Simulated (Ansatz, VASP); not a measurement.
# Pt: VASP beside Ansatz

File INCAR:

```
SYSTEM = Pt
PREC     = Accurate       ! precision mode
ENCUT    = 520            ! plane-wave cutoff, eV
EDIFF    = 1E-6           ! SCF threshold, eV
ISMEAR   = 0              ! smearing method
SIGMA    = 0.15           ! smearing width, eV
LREAL    = .False.        ! projectors in reciprocal space
LASPH    = .True.         ! aspherical terms in the spheres
NELM     = 60             ! most SCF steps
ALGO     = Normal         ! electronic algorithm
ISIF     = 2              ! what is computed and relaxed
LWAVE    = .False.        ! write WAVECAR
LCHARG   = .False.        ! write CHGCAR
NBANDS   = 11             ! bands
```

File KPOINTS:

```
regular mesh
0
Gamma
  20 20 20
  0 0 0
```

Contents of POSCAR:

```
Pt
1.0
    0.0973383644      1.9565011248      1.9565011248
    1.9565011248      0.0973383644      1.9565011248
    1.9565011248      1.9565011248      0.0973383644
Pt
1
Direct
    0.0000000000      0.0000000000      0.0000000000
```

Input for Ansatz:

```yaml
crystal:
  lattice:
    - [0.0973383644, 1.9565011248, 1.9565011248]
    - [1.9565011248, 0.0973383644, 1.9565011248]
    - [1.9565011248, 1.9565011248, 0.0973383644]
  atoms:
    - { symbol: Pt, position: [0.0, 0.0, 0.0] }
basis:
  ecutwfc: 420
kpoints:
  mp_grid: { grid: [20, 20, 20] }
hamiltonian:
  xc: lda
  pseudopotentials: { kind: paw, azcp: { folder: soft_1 } }
scf:
  occupations: { method: gaussian, width: 0.15 }
output:
  forces: true
  stress: true
  eigenvalues: true
  write_density: true
  write_potential: true
  elf: true
  volumetric_format: npy
```

Change from the starting cell: equal engineering shear yz, xz and xy +0.0500, equal normal strain along x, y and z -0.0200.

Alike in both runs: task single point; functional LDA; k mesh 20 × 20 × 20; occupations gaussian, width 0.15 eV; no spin polarisation.

|  | VASP | Ansatz |
| --- | --- | --- |
| version | VASP 6.6.1 | Ansatz 0.2.0 |
| potentials or method | VASP PAW LDA potentials, release 64 (Pt), cutoff 520 eV | scalar-relativistic, plane waves, PAW |
| valence electrons in the cell | 10 | 18 |

Ansatz gave:

* gap on the k mesh at the Fermi level (eV): none
* pressure (GPa): 25.2
* traceless stress, the component that is largest in VASP (GPa): -6.89

What did VASP give for the same quantities?

gap on the k mesh at the Fermi level (eV): none; pressure (GPa): 26.2; traceless stress, the component that is largest in VASP (GPa): -7.06.

Ansatz warns that its potentials were made for another functional, while VASP's fit it. LDA's correlation is that of Perdew and Zunger in VASP and of Perdew and Wang (1992) in Ansatz. A gap of «none» marks a metal or a gap that the smearing closes. VASP's potentials hold 10 valence electrons a cell and Ansatz's 18, so a difference there can come from the potentials and not from the codes.

Spin-orbit coupling is off throughout.
